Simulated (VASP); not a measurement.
Here is a VASP 6.6.1 calculation.

File INCAR:

```
ALGO = Normal
EDIFF = 1E-6
ENCUT = 520
GGA = PE
ISIF = 2
ISMEAR = 0
LASPH = T
LCHARG = F
LREAL = F
LWAVE = F
NBANDS = 30
NELM = 60
PREC = Accurate
SIGMA = 0.01
```

File KPOINTS:

```
k-points
0
Gamma
  3 3 3
```

File POSCAR:

```
CO
1.0
    5.9638080000      0.0000000000      0.0000000000
    0.0000000000      5.9638080000      0.0000000000
    0.0000000000      0.0000000000      5.9638080000
C O
4 4
Direct
    0.9591640000      0.9591640000      0.9591640000
    0.5408360000      0.0408360000      0.4591640000
    0.4591640000      0.5408360000      0.0408360000
    0.0408360000      0.4591640000      0.5408360000
    0.0698180000      0.0698180000      0.0698180000
    0.4301820000      0.9301820000      0.5698180000
    0.5698180000      0.4301820000      0.9301820000
    0.9301820000      0.5698180000      0.4301820000
```

Potentials or basis: VASP PAW PBE potentials, release 64 (C, O).

Launch:

```sh
$ cat potpaw_PBE.64/C/POTCAR potpaw_PBE.64/O/POTCAR > POTCAR
$ mpirun -np 1 vasp_std > vasp.out
```

(1) Predict the band gap on the k mesh.

(2) Predict the largest force.

(3) What does it give for the pressure?

Answers

(1) 6.15 eV, direct.

(2) 0.022 eV/Å.

(3) 0.0 GPa.
